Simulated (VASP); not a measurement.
# ScAl7N8 (Cm) in VASP: a series of runs, part 2 of 2

VASP 6.6.1. Earlier steps stand in the parts before.

## (4) Single point, PBEsol (atoms moved along the polar distortion)

INCAR

```
SYSTEM = ScAl7N8
ALGO = Normal
EDIFF = 1E-6
ENCUT = 520
GGA = PS
ISIF = 2
ISMEAR = 0
LASPH = .True.
LCHARG = .False.
LREAL = Auto
LWAVE = .False.
NBANDS = 50
NELM = 80
PREC = Accurate
SIGMA = 0.01
```

KPOINTS

```
k-points
0
Gamma
  6 6 6
  0 0 0
```

POSCAR

```
ScAl7N8
1.0
    3.1653429529     -0.0036621200      5.0137535171
    3.1653429529      0.0036621200     -5.0137535171
   -3.1653429529      5.4897408600     -0.0040008947
Sc Al N
1 7 8
Direct
    0.1635914075      0.1721429650      0.3357343725
    0.1692322209      0.1703734375      0.8339985108
    0.6651979474      0.6655044534      0.3307024008
    0.6636250733      0.6647662898      0.8339985108
    0.0842062718      0.5833797618      0.1632214715
    0.5798417097      0.0790151997      0.1632214715
    0.0817414129      0.5894008782      0.6711422911
    0.5873042607      0.0808968328      0.6682010935
    0.3691347597      0.9663848849      0.3355196446
    0.8608952903      0.4716207932      0.3325160835
    0.3586144409      0.9784749073      0.8325046206
    0.8540297133      0.4738901798      0.8325046206
    0.2806238505      0.4027172433      0.1560434411
    0.2781523231      0.4090158146      0.6871681377
    0.7533261978      0.8754195907      0.1560434411
    0.7784831202      0.8889967679      0.6674798881
```

On the command line:

```bash
cat potpaw_PBE.64/Sc_sv/POTCAR potpaw_PBE.64/Al/POTCAR potpaw_PBE.64/N/POTCAR > POTCAR
mpirun -np 1 vasp_std > vasp.out
```

Wall time 10 min (1 thread of Intel Xeon 6975P-C (Granite Rapids), shared host); peak memory 0.54 GiB.

The run converged. Its results:

```
Free energy            : -127.5866 eV
Pressure               : 0.1 GPa
Largest force          : 0.049 eV/Å
Band gap on the k mesh : 3.94 eV
```

Forces in eV/Å, atoms in the order of the input:
```
Sc   0.000  0.001  0.008
Al  -0.004 -0.003  0.001
Al   0.000 -0.001  0.003
Al   0.004 -0.003  0.001
Al  -0.005 -0.001 -0.004
Al   0.005 -0.001 -0.004
Al   0.000 -0.001 -0.003
Al   0.000  0.003  0.000
N    0.000  0.001  0.042
N    0.000  0.001 -0.005
N    0.000  0.000 -0.001
N    0.000  0.000 -0.001
N    0.041 -0.022 -0.014
N    0.000  0.047 -0.014
N   -0.041 -0.022 -0.014
N    0.000 -0.001  0.003
```

Levels at points of the mesh, in eV from the valence-band top:
```tsv
k point	band 32	band 33	band 34	band 35	band 36	band 37	band 38	band 39	band 40	band 41
(0.00, 0.00, 0.00)	-0.43	-0.34	-0.31	-0.28	0.00	3.94	4.60	4.74	4.81	5.08
(0.50, 0.00, 0.00)	-0.68	-0.65	-0.57	-0.31	-0.09	4.86	4.98	5.25	5.58	5.85
(0.00, 0.50, 0.00)	-0.72	-0.66	-0.55	-0.20	-0.03	4.84	4.90	5.22	5.50	5.68
(0.50, 0.50, 0.00)	-0.68	-0.66	-0.61	-0.29	-0.19	4.68	4.69	4.85	5.00	5.01
(0.00, 0.00, 0.50)	-0.49	-0.32	-0.31	-0.18	-0.11	5.06	5.14	5.16	5.49	5.78
(0.50, 0.50, 0.50)	-1.10	-1.03	-0.56	-0.32	-0.12	4.72	4.85	5.04	5.64	5.65
```

Caveat: the cell differs from its parent crystal (atoms moved along the polar distortion); the PAW data sets were made with another functional, which shifts forces and pressure a little.

## (5) Relaxation of cell and atoms, PBEsol

INCAR

```
PREC = Accurate
ENCUT = 600
EDIFF = 1E-6
ISMEAR = 0
SIGMA = 0.02
LREAL = Auto
LASPH = True
NELM = 80
ALGO = Normal
ISIF = 3
LWAVE = False
LCHARG = False
GGA = PS
IBRION = 2
NSW = 100
EDIFFG = -0.002
KPAR = 4
```

KPOINTS

```
Automatic mesh
0
Gamma
  6 6 6
```

POSCAR

```
ScAl7N8
1.0
    3.1655785095     -0.0037813489      5.0136209131
    3.1655785095      0.0037813489     -5.0136209131
   -3.1655785095      5.4913626948     -0.0041301523
Sc Al N
1 7 8
Direct
    0.1637290280      0.1720006696      0.3357296976
    0.1691336571      0.1704369243      0.8340134756
    0.6651685167      0.6654731114      0.3306416282
    0.6635765512      0.6648798185      0.8340134756
    0.0841752675      0.5833332500      0.1631734973
    0.5798402473      0.0789982299      0.1631734973
    0.0817516569      0.5894862330      0.6712378899
    0.5872544091      0.0809702885      0.6682246976
    0.3692689527      0.9662531119      0.3355220646
    0.8609576717      0.4716078152      0.3325654869
    0.3586284583      0.9785701373      0.8325482121
    0.8539780748      0.4739197538      0.8325482121
    0.2805652650      0.4026004518      0.1560147984
    0.2781146679      0.4090124997      0.6871271676
    0.7534143466      0.8754495335      0.1560147984
    0.7784432292      0.8890081715      0.6674514007
```

Potentials or basis: VASP PAW PBE potentials, release 64 (Sc_sv, Al, N).

On the command line:

```bash
cat potpaw_PBE.64/Sc_sv/POTCAR potpaw_PBE.64/Al/POTCAR potpaw_PBE.64/N/POTCAR > POTCAR
mpirun -np 4 vasp_std > vasp.out
```

OUTCAR:

```text
PREC = Accurate
   ENCUT = 600
   EDIFF = 1E-6
   ISMEAR = 0
   LREAL = Auto
   LASPH = True
   NELM = 80
   ISIF = 3
   GGA = PS
   IBRION = 2
   NSW = 100
   EDIFFG = -0.002

 ion  position               nearest neighbor table
   1  0.164  0.172  0.336-  15 2.02  13 2.02  14 2.03   9 2.06   5 3.08   6 3.08   7 3.11   6 3.14
                             5 3.14   4 3.15   2 3.15   8 3.16   3 3.17   3 3.17   2 3.19   4 3.19
   2  0.169  0.170  0.834-  13 1.87  14 1.88  11 1.91  16 1.92   8 3.08   7 3.08   5 3.08   6 3.10
                             7 3.11   8 3.12   4 3.13   3 3.14   1 3.15   1 3.19   3 3.19   4 3.20
   3  0.665  0.665  0.331-  13 1.88  15 1.88  16 1.93  10 1.95   5 3.09   6 3.09   8 3.09   7 3.10
                             6 3.12   5 3.12   2 3.14   4 3.14   1 3.17   1 3.17   4 3.19   2 3.19
   4  0.664  0.665  0.834-  15 1.87  14 1.88  12 1.91  16 1.92   8 3.08   7 3.08   6 3.08   5 3.10
                             7 3.11   8 3.12   2 3.13   3 3.14   1 3.15   1 3.19   3 3.19   2 3.20
   5  0.084  0.583  0.163-  13 1.89   9 1.90  12 1.91  10 1.93   1 3.08   2 3.08   3 3.09   4 3.10
                             3 3.12   7 3.12   6 3.14   1 3.14   8 3.15   8 3.19   6 3.19   7 3.21
   6  0.580  0.079  0.163-  15 1.89   9 1.90  11 1.91  10 1.93   1 3.08   4 3.08   3 3.09   2 3.10
                             3 3.12   7 3.12   5 3.14   1 3.14   8 3.15   8 3.19   5 3.19   7 3.21
   7  0.082  0.589  0.671-  14 1.89  11 1.91  12 1.91  10 1.93   2 3.08   4 3.08   3 3.10   1 3.11
                             4 3.11   2 3.11   5 3.12   6 3.12   8 3.17   8 3.17   6 3.21   5 3.21
   8  0.587  0.081  0.668-   9 1.90  11 1.92  12 1.92  16 1.92   4 3.08   2 3.08   3 3.09   2 3.12
                             4 3.12   6 3.15   5 3.15   1 3.16   7 3.17   7 3.17   5 3.19   6 3.19
   9  0.369  0.966  0.336-   5 1.90   6 1.90   8 1.90   1 2.06
  10  0.861  0.472  0.333-   7 1.93   6 1.93   5 1.93   3 1.95
  11  0.359  0.979  0.833-   7 1.91   2 1.91   6 1.91   8 1.92
  12  0.854  0.474  0.833-   7 1.91   4 1.91   5 1.91   8 1.92
  13  0.281  0.403  0.156-   2 1.87   3 1.88   5 1.89   1 2.02
  14  0.278  0.409  0.687-   4 1.88   2 1.88   7 1.89   1 2.03
  15  0.753  0.875  0.156-   4 1.87   3 1.88   6 1.89   1 2.02
  16  0.778  0.889  0.667-   8 1.92   2 1.92   4 1.92   3 1.93

  LATTYP: Found a base centered monoclinic cell.
 ALAT       =    10.0272446782
 B/A-ratio  =     0.6313954852
 C/A-ratio  =     0.7410056939
 COS(beta)  =    -0.6736453846

  Lattice vectors:

 A1 = (   3.1655785095,   0.0037813489,  -5.0136209131)
 A2 = (  -3.1655785095,   0.0037813489,  -5.0136209131)
 A3 = (   0.0000000000,   5.4875813459,   5.0094907608)

Analysis of symmetry for initial positions (statically):
=====================================================================
 Subroutine PRICEL returns:
 Original cell was already a primitive cell.

 Routine SETGRP: Setting up the symmetry group for a
 base centered monoclinic supercell.

 Subroutine GETGRP returns: Found  2 space group operations
 (whereof  2 operations were pure point group operations)
 out of a pool of  4 trial point group operations.

The static configuration has the point symmetry C_1h.

Analysis of symmetry for dynamics (positions and initial velocities):
=====================================================================
 Subroutine PRICEL returns:
 Original cell was already a primitive cell.

 Routine SETGRP: Setting up the symmetry group for a
 base centered monoclinic supercell.

 Subroutine GETGRP returns: Found  2 space group operations
 (whereof  2 operations were pure point group operations)
 out of a pool of  4 trial point group operations.

The dynamic configuration has the point symmetry C_1h.

 Subroutine INISYM returns: Found  2 space group operations
 (whereof  2 operations are pure point group operations),
 and found     1 'primitive' translations

[... 110 lines left out ...]
   NGX,Y,Z   is equivalent  to a cutoff of  13.46, 13.46, 14.16 a.u.
   NGXF,Y,Z  is equivalent  to a cutoff of  26.92, 26.92, 28.33 a.u.
 SYSTEM =  unknown system
   PREC   = accura    normal or accurate (medium, high low for compatibility)
   ISTART =      0    job   : 0-new  1-cont  2-samecut
   ICHARG =      2    charge: 1-file 2-atom 10-const
   ISPIN  =      1    spin polarized calculation?
   LNONCOLLINEAR =      F non collinear calculations
   LSORBIT =      F    spin-orbit coupling
   LASPH  =      T    aspherical Exc in radial PAW
   ENCUT  =  600.0 eV  44.10 Ry    6.64 a.u.  11.84 11.84 12.66*2*pi/ulx,y,z
   NELM   =     80;   NELMIN=  2; NELMDL= -5     # of ELM steps
   EDIFF  = 0.1E-05   stopping-criterion for ELM
   LREAL  =      T    real-space projection
   EDIFFG = -.2E-02   stopping-criterion for IOM
   NSW    =    100    number of steps for IOM
   IBRION =      2    ionic relax: 0-MD 1-quasi-New 2-CG
   NFREE  =      1    steps in history (QN), initial steepest desc. (CG)
   ISIF   =      3    stress and relaxation
   ISYM   =      2    0-nonsym 1-usesym 2-fastsym
   POTIM  = 0.5000    time-step for ionic-motion
   TEBEG  =    0.0;   TEEND  =   0.0 temperature during run
   PSTRESS=    0.0 pullay stress
   NELECT =      72.0000    total number of electrons
   NUPDOWN=      -1.0000    fix difference up-down
   EMIN   =  10.00;   EMAX   =-10.00  energy-range for DOS
   EFERMI =   0.00;   METHOD = LEGACY
   ISMEAR =     0;   SIGMA  =   0.02  broadening in eV -4-tet -1-fermi 0-gaus
   EFERMI_NEDOS =   21; number of points for ismear=-14 and -15
   IALGO  =     38    algorithm
   IMIX   =      4    mixing-type and parameters
     AMIX     =   0.40;   BMIX     =  1.00
     AMIX_MAG =   1.60;   BMIX_MAG =  1.00
  volume/ion in A,a.u.               =      10.89        73.52
  Fermi-wavevector in a.u.,A,eV,Ry     =   1.219217  2.303985 20.224910  1.486489
  Thomas-Fermi vector in A             =   2.354476
   LORBIT       =      0    0 simple, 1 ext, 2 COOP (PROOUT), +10 PAW based schemes
   GGA     = PS    functional components
   LHFCALC =     F    Hartree Fock is set to
   AEXX    =    0.0000 exact exchange contribution
   IVDW    =     0    specifies the selected vdW correction
   LEPSILON=     F    determine dielectric tensor
   LRPA    =     F    only Hartree local field effects (RPA)
 conjugate gradient relaxation of ions
 non-spin polarized calculation
 Gauss-broadening in eV      SIGMA  =   0.02
  energy-cutoff  :      600.00
  volume of cell :      174.31
 maximum number of plane-waves:      5848
   NGX = 23   NGY = 23   NGZ = 25

--------------------------------------- Ionic step        1  -------------------------------------------

 number of electron      72.0000001 magnetization

 Free energy of the ion-electron system (eV)
  ---------------------------------------------------
  ext. energy  EPLUGINS =         0.00000000
  ---------------------------------------------------
  free energy    TOTEN  =      -127.59886236 eV

  energy without entropy =     -127.59886236  energy(sigma->0) =     -127.59886236

------------------------ aborting loop because EDIFF is reached ----------------------------------------

  FORCE on cell =-STRESS in cart. coord.  units (eV):
  Direction    XX          YY          ZZ          XY          YZ          ZX
  --------------------------------------------------------------------------------------
  -------------------------------------------------------------------------------------
  Total       -0.0608973     -0.0964255      0.0029647      0.0000000      0.0048314      0.0000000
  in kB       -0.5597500     -0.8863147      0.0272509      0.0000000      0.0444086      0.0000000
  external PRESSURE =      -0.4729379 kB  Pullay stress =       0.0000000 kB
[... 337 lines left out ...]
--------------------------------------- Ionic step        8  -------------------------------------------

 number of electron      72.0000001 magnetization

 Free energy of the ion-electron system (eV)
  ---------------------------------------------------
  ext. energy  EPLUGINS =         0.00000000
  ---------------------------------------------------
  free energy    TOTEN  =      -127.59907971 eV

  energy without entropy =     -127.59907971  energy(sigma->0) =     -127.59907971

 E-fermi :   5.6916     XC(G=0): -11.0648

 val. band max:        5.4461981005   @ k =   0.0000   0.0000   0.1667
 cond. band min:       9.3885999045   @ k =   0.0000   0.0000   0.0000
 fundamental gap:      3.9424018039
 Fermi energy:         5.6916365423

 k-point     1 :       0.0000    0.0000    0.0000
  band No.  band energies     occupation
      1     -40.8281      2.00000
      2     -19.7751      2.00000
      3     -19.7667      2.00000
      4     -19.7566      2.00000
      5      -9.2570      2.00000
      6      -7.4170      2.00000
[... 1141 lines left out ...]
     44      12.2581      0.00000
     45      12.7503      0.00000

 [... further k-points ...]
[... 5 lines left out ...]
  --------------------------------------------------------------------------------------
  -------------------------------------------------------------------------------------
  Total        0.0038694      0.0055125      0.0004290      0.0000000     -0.0006771      0.0000000
  in kB        0.0355777      0.0506856      0.0039444      0.0000000     -0.0062257      0.0000000
  external PRESSURE =       0.0300692 kB  Pullay stress =       0.0000000 kB
[... 31 lines left out ...]
  FREE ENERGIE OF THE ION-ELECTRON SYSTEM (eV)
  ---------------------------------------------------
  free  energy   TOTEN  =      -127.5990797071 eV

  energy  without entropy=     -127.5990797071  energy(sigma->0) =     -127.59907971

 reached required accuracy - stopping structural energy minimisation
```

It took 31 min on 4 MPI ranks of Oxide Virtual Turin-like, shared host; peak memory 0.64 GiB.

What came out:

| Item | Value |
| --- | --- |
| Free energy | -127.5991 eV |
| Relaxed volume | 10.89 Å³/atom |
| Relaxed cell | a = 5.930 Å, b = 5.930 Å, c = 6.337 Å, α = 105.40°, β = 105.53°, γ = 115.48° |
| Space group after relaxing (to 0.1 Å) | Cm (No. 8) |
| Energy gained by relaxing | 0.0 meV/atom |
| Ionic steps | 8 |
| Pressure after relaxing | 0.0 GPa |
| Band gap on the k mesh | 3.94 eV |

The path:
```tsv
step	energy change (eV)	largest force (eV/Å)	pressure (GPa)	volume (Å³)
1	0.0000	0.0507	-0.05	174.31
2	-0.0002	0.0170	0.03	174.23
3	-0.0002	0.0089	0.01	174.24
4	-0.0002	0.0038	0.00	174.26
5	-0.0002	0.0047	-0.01	174.26
6	-0.0002	0.0030	-0.01	174.26
7	-0.0002	0.0031	-0.01	174.26
8	-0.0002	0.0016	0.00	174.25
```

Final structure:
```yaml
crystal:
  lattice:
    - [3.16508, -0.00375, 5.01448]
    - [3.16508, 0.00375, -5.01448]
    - [-3.16508, 5.48955, -0.00409]
  atoms:
    - { symbol: Sc, position: [0.16370, 0.17207, 0.33577] }
    - { symbol: Al, position: [0.16923, 0.17034, 0.83396] }
    - { symbol: Al, position: [0.66518, 0.66554, 0.33071] }
    - { symbol: Al, position: [0.66362, 0.66473, 0.83396] }
    - { symbol: Al, position: [0.08414, 0.58331, 0.16318] }
    - { symbol: Al, position: [0.57987, 0.07905, 0.16318] }
    - { symbol: Al, position: [0.08173, 0.58946, 0.67119] }
    - { symbol: Al, position: [0.58740, 0.08088, 0.66828] }
    - { symbol: N, position: [0.36939, 0.96616, 0.33555] }
    - { symbol: N, position: [0.86085, 0.47169, 0.33254] }
    - { symbol: N, position: [0.35860, 0.97854, 0.83249] }
    - { symbol: N, position: [0.85395, 0.47390, 0.83249] }
    - { symbol: N, position: [0.28064, 0.40287, 0.15586] }
    - { symbol: N, position: [0.27819, 0.40928, 0.68747] }
    - { symbol: N, position: [0.75299, 0.87522, 0.15586] }
    - { symbol: N, position: [0.77852, 0.88897, 0.66749] }
```

Levels at points of the mesh, in eV from the valence-band top:
| k point | band 34 | band 35 | band 36 | band 37 | band 38 | band 39 |
| --- | --- | --- | --- | --- | --- | --- |
| (0.00, 0.00, 0.00) | -0.31 | -0.27 | 0.00 | 3.94 | 4.59 | 4.74 |
| (0.50, 0.00, 0.00) | -0.56 | -0.31 | -0.08 | 4.85 | 4.98 | 5.24 |
| (0.00, 0.50, 0.00) | -0.55 | -0.20 | -0.03 | 4.83 | 4.90 | 5.21 |
| (0.50, 0.50, 0.00) | -0.61 | -0.29 | -0.19 | 4.67 | 4.68 | 4.85 |
| (0.00, 0.00, 0.50) | -0.31 | -0.18 | -0.11 | 5.05 | 5.13 | 5.16 |
| (0.50, 0.50, 0.50) | -0.55 | -0.32 | -0.12 | 4.71 | 4.84 | 5.03 |

Caveat: the PAW data sets were made with another functional, which shifts forces and pressure a little. A k mesh can miss the band edges.

## (6) The runs side by side

| task | cell | cutoff (eV) | smearing | gap on the mesh (eV) | pressure (GPa) | largest force (eV/Å) |
| --- | --- | --- | --- | --- | --- | --- |
| single point | a = 5.929, b = 5.929, c = 6.337 Å, angles 105.4, 105.5, 115.5°, 16 atoms, atomic positions A | 520 | gaussian 0.01 eV | 2.49 | 7.1 | 3.49 |
| single point | a = 5.929, b = 5.929, c = 6.337 Å, angles 105.4, 105.5, 115.5°, 16 atoms, atomic positions B | 520 | gaussian 0.02 eV | 3.94 | 0.1 | 0.05 |
| single point | a = 5.929, b = 5.929, c = 6.337 Å, angles 105.4, 105.5, 115.5°, 16 atoms, atomic positions B | 520 | gaussian 0.01 eV | 3.94 | 0.1 | 0.05 |
| relaxation of cell and atoms | relaxed from a = 5.929, b = 5.929, c = 6.338 Å, angles 105.4, 105.5, 115.5°, 16 atoms, atomic positions C | 600 | gaussian 0.02 eV | 3.94 | 0.0 | - |

Alike in all rows: level PBEsol; potentials or basis VASP PAW PBE potentials, release 64 (Sc_sv, Al, N); no spin polarisation; k mesh 6 × 6 × 6.

Caveats: the PAW data sets were made with another functional, which shifts forces and pressure a little; the stress differs along the axes, from -14 to 18 GPa (at least some runs).

Total energies depend on the potentials used, so only differences within one code and one set of settings carry meaning.
